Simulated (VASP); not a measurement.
A run of VASP 6.6.1:

The input INCAR:

```
ALGO = Normal
EDIFF = 1E-7
ENCUT = 520
GGA = RP
ISIF = 2
ISMEAR = -1
ISPIN = 2
LASPH = T
LCHARG = F
LMAXMIX = 4
LORBIT = 11
LREAL = F
LWAVE = F
MAGMOM = 0.356
NBANDS = 15
NELM = 150
PREC = Accurate
SIGMA = 0.05
```

KPOINTS

```
k-points
0
Gamma
  22 22 22
```

The input POSCAR:

```
Pd
1.0
    0.0000000000      2.0696227126      2.0696227126
    2.0696227126      0.0000000000      2.0696227126
    2.0696227126      2.0696227126      0.0000000000
Pd
1
Direct
    0.0000000000      0.0000000000      0.0000000000
```

Potentials or basis: VASP PAW PBE potentials, release 64 (Pd).

The run is started by

```bash
$ cat potpaw_PBE.64/Pd/POTCAR > POTCAR
$ mpirun -np 1 vasp_std > vasp.out
```

Hardware: 1 thread of Intel(R) Xeon(R) Platinum 8375C CPU @ 2.90GHz (Ice Lake), on a shared host.

Task: Estimate the wall time of this run.

Result: Wall time 94 s on 1 thread of Intel(R) Xeon(R) Platinum 8375C CPU @ 2.90GHz (Ice Lake) (shared host), peak memory 0.26 GiB. Counts: scf iterations 14, k points 328.
